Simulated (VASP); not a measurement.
Input of a VASP 6.6.1 run:

File INCAR:

```
ALGO = Normal
EDIFF = 1E-6
ENCUT = 520
GGA = PS
ISIF = 2
ISMEAR = 0
LASPH = True
LCHARG = True
LELF = True
LREAL = False
LVHAR = True
LWAVE = False
NBANDS = 22
NELM = 100
PREC = Accurate
SIGMA = 0.1
```

File KPOINTS:

```
k-points
0
Gamma
  12 12 16
```

POSCAR

```
Hf
1.0
    4.4944836546      0.0000000000      0.0000000000
   -2.2472418273      3.8923370218      0.0000000000
    0.0000000000      0.0000000000      2.7992611248
Hf
3
Direct
    0.6666666667      0.3333333333      0.5000000000
    0.3333333333      0.6666666667      0.5000000000
    0.0000000000      0.0000000000      0.0000000000
```

Potentials or basis: VASP PAW PBE potentials, release 64 (Hf_pv).

Launch:

```sh
$ cat potpaw_PBE.64/Hf_pv/POTCAR > POTCAR
$ mpirun -np 1 vasp_std > vasp.out
```

Q: Predict the band gap on the k mesh.

A: Zero (band 15 reaches 7.63 eV, above the bottom of band 16 at 6.42 eV).

Q: Predict the pressure.

A: 49.5 GPa.

Stress tensor (GPa, compression positive):
```
49.35  0.00  0.00
 0.00 49.35  0.00
 0.00  0.00 49.76
```

Caveat: the PAW data sets were made with another functional, which shifts forces and pressure a little; spin-orbit coupling is left out, which moves the levels of the heavy elements.
